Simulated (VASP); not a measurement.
GaN: single point with PBE0

The system is GaN.

```
Ga N
1.0
     0.00000    2.10376    2.10376
     2.10376    0.00000    2.10376
     2.10376    2.10376    0.00000
Ga N
1 1
Direct
  0.00000 0.00000 0.00000
  0.50000 0.50000 0.50000
```

- Program: VASP 6.6.1
- Task: single point
- Functional: PBE0
- Potentials or basis: VASP PAW PBE potentials, release 64 (Ga_d, N)
- Cutoff: 520 eV
- k mesh: 6 × 6 × 6
- Occupations: fermi-dirac, width 0.05 eV
- Spin: no spin polarisation
- Dipole correction: no
- Grid for exact exchange (PRECFOCK): Normal
- Further INCAR settings: ALGO = Normal; EDIFF = 1e-07; NBANDS = 16
- Share of exact exchange: 0.25

```
Pressure               : 0.9 GPa
Band gap on the k mesh : 2.67 eV (least direct gap 4.99 eV)
```

Levels at points of the mesh, in eV from the valence-band top:
| k point | band 7 | band 8 | band 9 | band 10 | band 11 | band 12 |
| --- | --- | --- | --- | --- | --- | --- |
| (0.00, 0.00, 0.00) | -0.55 | -0.55 | -0.55 | 4.45 | 17.00 | 17.00 |
| (0.50, 0.00, 0.00) | -9.06 | -0.22 | -0.22 | 6.75 | 11.45 | 11.45 |
| (0.50, 0.50, 0.00) | -7.87 | -3.35 | -3.35 | 2.67 | 9.72 | 14.91 |

Wall time 35 min on 1 thread of AMD EPYC 7R43 64-Core Processor (Zen 3) (shared host), peak memory 0.12 GiB.

Caveat: the k points lie up to 0.43 Å⁻¹ apart; the PAW data sets were made with another functional, which shifts forces and pressure a little. A k mesh can miss the band edges.
